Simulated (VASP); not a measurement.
# LiBr (Fm-3m) in VASP: settings compared, part 2 of 2

VASP 6.6.1. The steps go on from the part before.

## Step 4: Single point, PBE

INCAR

```
  PREC = Accurate
  ENCUT = 750
  EDIFF = 1E-6
  ISMEAR = 0
  SIGMA = 0.01
  LREAL = F
  LASPH = T
  NELM = 120
  ALGO = Normal
  ISIF = 2
  LWAVE = F
  LCHARG = T
  GGA = PE
  LELF = T
  LVHAR = T
  NBANDS = 12
  GGA_COMPAT = F
```

KPOINTS

```
regular mesh
0
Gamma
  8 8 8
```

POSCAR

```
LiBr
1.0
    0.0000000000      2.7395485849      2.7395485849
    2.7395485849      0.0000000000      2.7395485849
    2.7395485849      2.7395485849      0.0000000000
Li Br
1 1
Direct
    0.0000000000      0.0000000000      0.0000000000
    0.5000000000      0.5000000000      0.5000000000
```

Potentials or basis: VASP PAW PBE potentials, release 64 (Li_sv, Br).

Run with:

```bash
$ cat potpaw_PBE.64/Li_sv/POTCAR potpaw_PBE.64/Br/POTCAR > POTCAR
$ mpirun -np 1 vasp_std > vasp.out
```

OUTCAR:

```text
PREC = Accurate
   ENCUT = 750
   EDIFF = 1E-6
   ISMEAR = 0
   LREAL = F
   LASPH = T
   NELM = 120
   ISIF = 2
   GGA = PE

 ion  position               nearest neighbor table
   1  0.000  0.000  0.000-
   2  0.500  0.500  0.500-

  LATTYP: Found a face centered cubic cell.
 ALAT       =     5.4790971698

  Lattice vectors:

 A1 = (   0.0000000000,   2.7395485849,   2.7395485849)
 A2 = (   2.7395485849,   0.0000000000,   2.7395485849)
 A3 = (   2.7395485849,   2.7395485849,   0.0000000000)

Analysis of symmetry for initial positions (statically):
=====================================================================
 Subroutine PRICEL returns:
 Original cell was already a primitive cell.

 Routine SETGRP: Setting up the symmetry group for a
 face centered cubic supercell.

 Subroutine GETGRP returns: Found 48 space group operations
 (whereof 48 operations were pure point group operations)
 out of a pool of 48 trial point group operations.

The static configuration has the point symmetry O_h .

Analysis of symmetry for dynamics (positions and initial velocities):
[... 164 lines left out ...]
 Fermi energy:         0.5092508998

 k-point     1 :       0.0000    0.0000    0.0000
  band No.  band energies     occupation
      1     -43.9829      2.00000
      2     -13.0774      2.00000
      3       0.3960      2.00000
      4       0.3960      2.00000
      5       0.3960      2.00000
      6       5.3907      0.00000
      7      10.9061      0.00000
      8      10.9061      0.00000
      9      10.9061      0.00000
     10      12.6908      0.00000
     11      12.6908      0.00000
     12      12.6908      0.00000
[... 331 lines left out ...]
 k-point    24 :      -0.3750    0.2500    0.1250
  band No.  band energies     occupation
      1     -43.9816      2.00000
      2     -12.4977      2.00000
      3      -2.2473      2.00000
      4      -0.9719      2.00000
      5      -0.2239      2.00000
      6       7.4717      0.00000
      7       8.2940      0.00000
      8       9.6357      0.00000
      9      11.1448      0.00000
     10      14.0024      0.00000
     11      14.4199      0.00000
     12      17.0367      0.00000

 [... further k-points ...]
[... 5 lines left out ...]
  --------------------------------------------------------------------------------------
  -------------------------------------------------------------------------------------
  Total        0.1059879      0.1059879      0.1059879     -0.0000000     -0.0000000     -0.0000000
  in kB        4.1295243      4.1295243      4.1295243     -0.0000000     -0.0000000     -0.0000000
  external PRESSURE =       4.1295243 kB  Pullay stress =       0.0000000 kB

 VOLUME and BASIS-vectors are now :
 -----------------------------------------------------------------------------
  energy-cutoff  :      750.00
  volume of cell :       41.12
      direct lattice vectors                 reciprocal lattice vectors
     0.000000000  2.739548585  2.739548585    -0.182511821  0.182511821  0.182511821
     2.739548585  0.000000000  2.739548585     0.182511821 -0.182511821  0.182511821
     2.739548585  2.739548585  0.000000000     0.182511821  0.182511821 -0.182511821

 POSITION                                       TOTAL-FORCE (eV/Angst)
 -----------------------------------------------------------------------------------
      0.00000      0.00000      0.00000        -0.000000      0.000000     -0.000000
      2.73955      2.73955      2.73955         0.000000     -0.000000      0.000000
 -----------------------------------------------------------------------------------
    total drift:                                0.000000      0.000000      0.000000

  FREE ENERGIE OF THE ION-ELECTRON SYSTEM (eV)
  ---------------------------------------------------
  free  energy   TOTEN  =        -6.6405607500 eV

  energy  without entropy=       -6.6405607500  energy(sigma->0) =       -6.64056075
```

OSZICAR:

```text
N       E                     dE             d eps       ncg     rms          rms(c)
DAV:   1     0.486722629941E+02    0.48672E+02   -0.47769E+03   696   0.967E+02
DAV:   2    -0.329290995060E+01   -0.51965E+02   -0.49365E+02   872   0.147E+02
DAV:   3    -0.656093045178E+01   -0.32680E+01   -0.32565E+01   880   0.397E+01
DAV:   4    -0.666733316735E+01   -0.10640E+00   -0.10636E+00   996   0.675E+00
DAV:   5    -0.666793607364E+01   -0.60291E-03   -0.60290E-03   860   0.567E-01    0.197E+00
DAV:   6    -0.663586370754E+01    0.32072E-01   -0.61623E-02   888   0.115E+00    0.121E+00
DAV:   7    -0.663820135735E+01   -0.23376E-02   -0.38005E-02   976   0.104E+00    0.438E-01
DAV:   8    -0.664053268014E+01   -0.23313E-02   -0.41826E-03   812   0.431E-01    0.666E-02
DAV:   9    -0.664052636130E+01    0.63188E-05   -0.99638E-05   832   0.728E-02    0.246E-02
DAV:  10    -0.664055966689E+01   -0.33306E-04   -0.51091E-05   828   0.471E-02    0.129E-02
DAV:  11    -0.664056083572E+01   -0.11688E-05   -0.45751E-06   920   0.124E-02    0.415E-03
DAV:  12    -0.664056074996E+01    0.85760E-07   -0.24869E-07   616   0.355E-03
   1 F= -.66405607E+01 E0= -.66405607E+01  d E =-.588884E-60
```

stdout:

```text
POSCAR found type information on POSCAR LiBr
 POSCAR found :  2 types and       2 ions
 scaLAPACK will be used
 LDA part: xc-table for (Slater+PW92), standard interpolation
 POSCAR, INCAR and KPOINTS ok, starting setup
 FFT: planning ... GRIDC
 FFT: planning ... GRID_SOFT
 FFT: planning ... GRID
 WAVECAR not read
 entering main loop
```

It took 32 s on 1 thread of Oxide Virtual Turin-like, shared host; peak memory 0.18 GiB.

What came out:

```yaml
Free_energy: -6.6406 eV
Pressure: 0.4 GPa
Band_gap_on_the_k_mesh: 4.99 eV
```

Levels at points of the mesh, in eV from the valence-band top:
```
           k point  band 2  band 3  band 4  band 5  band 6  band 7  band 8  band 9
(0.00, 0.00, 0.00)  -13.47    0.00    0.00    0.00    4.99   10.51   10.51   10.51
(0.50, 0.00, 0.00)  -12.99   -2.93   -0.27   -0.27    5.63    8.11    8.11   11.87
(0.50, 0.50, 0.00)  -12.79   -2.93   -1.16   -1.16    6.26    7.09   11.72   12.52
```

## Step 5: Single point, r2SCAN

POSCAR is that of step 4.

INCAR.step1

```
SYSTEM = LiBr
ALGO = Normal ; EDIFF = 1E-5
ENCUT = 830 ; GGA = PE
GGA_COMPAT = .FALSE. ; ISMEAR = 0
LASPH = .TRUE. ; LCHARG = .FALSE.
LREAL = .FALSE. ; LWAVE = .TRUE.
NBANDS = 12 ; NELM = 120
PREC = Accurate ; SIGMA = 0.01
```

INCAR.step2

```
SYSTEM = LiBr
ALGO = Normal ; EDIFF = 1E-6
ENCUT = 830 ; GGA_COMPAT = .FALSE.
ISIF = 2 ; ISMEAR = 0
ISTART = 1 ; LASPH = .TRUE.
LCHARG = .FALSE. ; LMIXTAU = .TRUE.
LREAL = .FALSE. ; LWAVE = .FALSE.
METAGGA = R2SCAN ; NBANDS = 12
NELM = 120 ; PREC = Accurate
SIGMA = 0.01
```

KPOINTS

```
k-points
0
G
  6 6 6
  0 0 0
```

Run with:

```bash
$ cat potpaw_PBE.64/Li_sv/POTCAR potpaw_PBE.64/Br/POTCAR > POTCAR
$ cp INCAR.step1 INCAR
$ mpirun -np 1 vasp_std > vasp.out
$ cp INCAR.step2 INCAR
$ mpirun -np 1 vasp_std > vasp.out
```

Run time: 86 s. Hardware: 1 thread of Oxide Virtual Turin-like, shared host; peak memory 0.19 GiB.

The run converged. Its results:

| Property | Result |
| --- | --- |
| Free energy | -19.1510 eV |
| Pressure | -0.4 GPa |
| Band gap on the k mesh | 5.93 eV |

Levels at points of the mesh, in eV from the valence-band top:
| k point | band 3 | band 4 | band 5 | band 6 | band 7 | band 8 |
| --- | --- | --- | --- | --- | --- | --- |
| (0.00, 0.00, 0.00) | 0.00 | 0.00 | 0.00 | 5.93 | 11.23 | 11.23 |
| (0.50, 0.00, 0.00) | -2.94 | -0.28 | -0.28 | 6.40 | 8.89 | 8.89 |
| (0.50, 0.50, 0.00) | -2.96 | -1.18 | -1.18 | 7.11 | 7.73 | 12.82 |

Caveat: the PAW data sets were made with another functional, which shifts forces and pressure a little. r2SCAN opens gaps a little over a GGA but as a rule still falls short of measured ones.

## Step 6: Single point, HSE06

POSCAR is that of step 5.

INCAR.step1

```
SYSTEM = LiBr
ALGO = Normal
EDIFF = 1E-5
ENCUT = 650
GGA = PE
GGA_COMPAT = .False.
ISIF = 2
ISMEAR = 0
LASPH = .True.
LCHARG = .False.
LREAL = .False.
LWAVE = .True.
NBANDS = 12
NELM = 120
PREC = Accurate
SIGMA = 0.01
```

INCAR.step2

```
SYSTEM = LiBr
ALGO = Normal
EDIFF = 1E-6
ENCUT = 650
GGA = PE
GGA_COMPAT = .False.
HFSCREEN = 0.2079
ISIF = 2
ISMEAR = 0
ISTART = 1
LASPH = .True.
LCHARG = .False.
LHFCALC = .True.
LREAL = .False.
LWAVE = .False.
NBANDS = 12
NELM = 120
PREC = Accurate
PRECFOCK = Normal
SIGMA = 0.01
```

KPOINTS

```
k-points
0
Gamma
  6 6 6
  0 0 0
```

Potentials or basis: VASP PAW PBE potentials, release 64 (Li_sv, Br).

Run with:

```bash
$ cat potpaw_PBE.64/Li_sv/POTCAR potpaw_PBE.64/Br/POTCAR > POTCAR
$ cp INCAR.step1 INCAR
$ mpirun -np 1 vasp_std > vasp.out
$ cp INCAR.step2 INCAR
$ mpirun -np 1 vasp_std > vasp.out
```

Run time: 37 min. Hardware: 1 thread of Oxide Virtual Turin-like, shared host; peak memory 0.27 GiB.

It converged, with:

```
Free energy            : -7.6027 eV
Pressure               : -0.2 GPa
Band gap on the k mesh : 6.21 eV
```

Levels at points of the mesh, in eV from the valence-band top:
```tsv
k point	band 3	band 4	band 5	band 6	band 7	band 8
(0.00, 0.00, 0.00)	0.00	0.00	0.00	6.21	11.82	11.82
(0.50, 0.00, 0.00)	-3.17	-0.30	-0.30	6.82	9.41	9.41
(0.50, 0.50, 0.00)	-3.16	-1.25	-1.25	7.48	8.24	13.24
```

Caveat: the PAW data sets were made with another functional, which shifts forces and pressure a little.

## Step 7: Single point, PBE0

POSCAR is that of step 6.

INCAR.step1

```
  ALGO = Normal
  EDIFF = 1E-5
  ENCUT = 650
  GGA = PE
  GGA_COMPAT = False
  ISIF = 2
  ISMEAR = 0
  LASPH = True
  LCHARG = False
  LREAL = False
  LWAVE = True
  NBANDS = 12
  NELM = 120
  PREC = Accurate
  SIGMA = 0.01
```

INCAR.step2

```
  AEXX = 0.25
  ALGO = Normal
  EDIFF = 1E-6
  ENCUT = 650
  GGA = PE
  GGA_COMPAT = False
  ISIF = 2
  ISMEAR = 0
  ISTART = 1
  LASPH = True
  LCHARG = False
  LHFCALC = True
  LREAL = False
  LWAVE = False
  NBANDS = 12
  NELM = 120
  PREC = Accurate
  PRECFOCK = Normal
  SIGMA = 0.01
```

KPOINTS

```
k-points
0
Gamma
  6 6 6
```

Potentials or basis: VASP PAW PBE potentials, release 64 (Li_sv, Br).

Run with:

```bash
$ cat potpaw_PBE.64/Li_sv/POTCAR potpaw_PBE.64/Br/POTCAR > POTCAR
$ cp INCAR.step1 INCAR
$ mpirun -np 1 vasp_std > vasp.out
$ cp INCAR.step2 INCAR
$ mpirun -np 1 vasp_std > vasp.out
```

OUTCAR:

```text
AEXX = 0.25
   EDIFF = 1E-6
   ENCUT = 650
   GGA = PE
   ISIF = 2
   ISMEAR = 0
   ISTART = 1
   LASPH = True
   LHFCALC = True
   LREAL = False
   NELM = 120
   PREC = Accurate
   PRECFOCK = Normal

 ion  position               nearest neighbor table
   1  0.000  0.000  0.000-
   2  0.500  0.500  0.500-

  LATTYP: Found a face centered cubic cell.
 ALAT       =     5.4790971698

  Lattice vectors:

 A1 = (   0.0000000000,   2.7395485849,   2.7395485849)
 A2 = (   2.7395485849,   0.0000000000,   2.7395485849)
 A3 = (   2.7395485849,   2.7395485849,   0.0000000000)

Analysis of symmetry for initial positions (statically):
=====================================================================
 Subroutine PRICEL returns:
 Original cell was already a primitive cell.

 Routine SETGRP: Setting up the symmetry group for a
 face centered cubic supercell.

 Subroutine GETGRP returns: Found 48 space group operations
 (whereof 48 operations were pure point group operations)
 out of a pool of 48 trial point group operations.
[... 170 lines left out ...]
  band No.  band energies     occupation
      1     -48.1377      2.00000
      2     -15.5022      2.00000
      3      -0.8261      2.00000
      4      -0.8261      2.00000
      5      -0.8261      2.00000
      6       6.0833      0.00000
      7      11.7432      0.00000
      8      11.7432      0.00000
      9      11.7432      0.00000
     10      13.7308      0.00000
     11      13.7308      0.00000
     12      13.7308      0.00000
[... 211 lines left out ...]
 k-point    16 :      -0.3333    0.5000    0.1667
  band No.  band energies     occupation
      1     -48.1361      2.00000
      2     -14.7367      2.00000
      3      -3.6383      2.00000
      4      -2.6946      2.00000
      5      -2.0898      2.00000
      6       8.3570      0.00000
      7       9.4443      0.00000
      8      11.1653      0.00000
      9      11.9381      0.00000
     10      14.6603      0.00000
     11      16.8317      0.00000
     12      18.9668      0.00000

------------------------ aborting loop because EDIFF is reached ----------------------------------------

  FORCE on cell =-STRESS in cart. coord.  units (eV):
  Direction    XX          YY          ZZ          XY          YZ          ZX
  --------------------------------------------------------------------------------------
  -------------------------------------------------------------------------------------
  Total       -0.0760848     -0.0760848     -0.0760848      0.0000000      0.0000000     -0.0000000
  in kB       -2.9644333     -2.9644333     -2.9644333      0.0000000      0.0000000     -0.0000000
  external PRESSURE =      -2.9644333 kB  Pullay stress =       0.0000000 kB

 VOLUME and BASIS-vectors are now :
 -----------------------------------------------------------------------------
  energy-cutoff  :      650.00
  volume of cell :       41.12
      direct lattice vectors                 reciprocal lattice vectors
     0.000000000  2.739548585  2.739548585    -0.182511821  0.182511821  0.182511821
     2.739548585  0.000000000  2.739548585     0.182511821 -0.182511821  0.182511821
     2.739548585  2.739548585  0.000000000     0.182511821  0.182511821 -0.182511821

 POSITION                                       TOTAL-FORCE (eV/Angst)
 -----------------------------------------------------------------------------------
      0.00000      0.00000      0.00000         0.000000      0.000000      0.000000
      2.73955      2.73955      2.73955        -0.000000     -0.000000     -0.000000
 -----------------------------------------------------------------------------------
    total drift:                                0.000000      0.000000      0.000000

  FREE ENERGIE OF THE ION-ELECTRON SYSTEM (eV)
  ---------------------------------------------------
  free  energy   TOTEN  =        -8.1222823456 eV

  energy  without entropy=       -8.1222823456  energy(sigma->0) =       -8.12228235
```

OUTCAR.step1:

```text
EDIFF = 1E-5
   ENCUT = 650
   GGA = PE
   ISIF = 2
   ISMEAR = 0
[... 450 lines left out ...]
 -----------------------------------------------------------------------------------
      0.00000      0.00000      0.00000         0.000000      0.000000      0.000000
      2.73955      2.73955      2.73955         0.000000      0.000000      0.000000
 -----------------------------------------------------------------------------------
    total drift:                                0.000000     -0.000000      0.000000

  FREE ENERGIE OF THE ION-ELECTRON SYSTEM (eV)
  ---------------------------------------------------
  free  energy   TOTEN  =        -6.6416871974 eV

  energy  without entropy=       -6.6416871974  energy(sigma->0) =       -6.64168720
```

OSZICAR.step1:

```text
N       E                     dE             d eps       ncg     rms          rms(c)
DAV:   1     0.481085570588E+02    0.48109E+02   -0.45231E+03   384   0.873E+02
DAV:   2    -0.326587345744E+01   -0.51374E+02   -0.47983E+02   484   0.144E+02
DAV:   3    -0.657266101343E+01   -0.33068E+01   -0.32960E+01   496   0.390E+01
DAV:   4    -0.666750765825E+01   -0.94847E-01   -0.94809E-01   520   0.641E+00
DAV:   5    -0.666921378296E+01   -0.17061E-02   -0.17061E-02   512   0.701E-01    0.197E+00
DAV:   6    -0.663703863137E+01    0.32175E-01   -0.62305E-02   480   0.115E+00    0.120E+00
DAV:   7    -0.663930973675E+01   -0.22711E-02   -0.37850E-02   540   0.102E+00    0.438E-01
DAV:   8    -0.664166506741E+01   -0.23553E-02   -0.41917E-03   452   0.430E-01    0.700E-02
DAV:   9    -0.664165305166E+01    0.12016E-04   -0.10729E-04   452   0.731E-02    0.255E-02
DAV:  10    -0.664168588534E+01   -0.32834E-04   -0.52118E-05   472   0.470E-02    0.157E-02
DAV:  11    -0.664168719737E+01   -0.13120E-05   -0.47037E-06   280   0.128E-02
   1 F= -.66416872E+01 E0= -.66416872E+01  d E =-.177190E-39
```

Run time: 35 min. Hardware: 1 thread of Oxide Virtual Turin-like, shared host; peak memory 0.18 GiB.

Results:

* Free energy: -8.1223 eV
* Pressure: -0.3 GPa
* Band gap on the k mesh: 6.91 eV

Caveat: the PAW data sets were made with another functional, which shifts forces and pressure a little.

## Step 8: The runs side by side

```csv
level,k mesh,cutoff (eV),grid for exact exchange (PRECFOCK),share of exact exchange,screening parameter,gap on the mesh (eV),pressure (GPa)
PBE,6 × 6 × 6,750,-,-,-,4.99,0.4
PBE,8 × 8 × 8,750,-,-,-,4.99,0.4
r2SCAN,6 × 6 × 6,830,-,-,-,5.93,-0.4
HSE06,6 × 6 × 6,650,Normal,0.25,0.2079 1/Å,6.21,-0.2
PBE0,6 × 6 × 6,650,Normal,0.25,-,6.91,-0.3
```

Alike in all rows: task single point; potentials or basis VASP PAW PBE potentials, release 64 (Li_sv, Br); no spin polarisation; cell as given; smearing gaussian 0.01 eV.

On the cell as given the gap runs from 4.99 eV (PBE) to 6.91 eV (PBE0); the meshes differ, which moves gaps too. The pressure there spans -0.4 GPa (r2SCAN) to 0.4 GPa (PBE); a positive pressure means that this level wants a larger cell, a negative one a smaller.

Caveats: the PAW data sets were made with another functional, which shifts forces and pressure a little (at least some runs).

Total energies depend on the potentials used, so only differences within one code and one set of settings carry meaning.
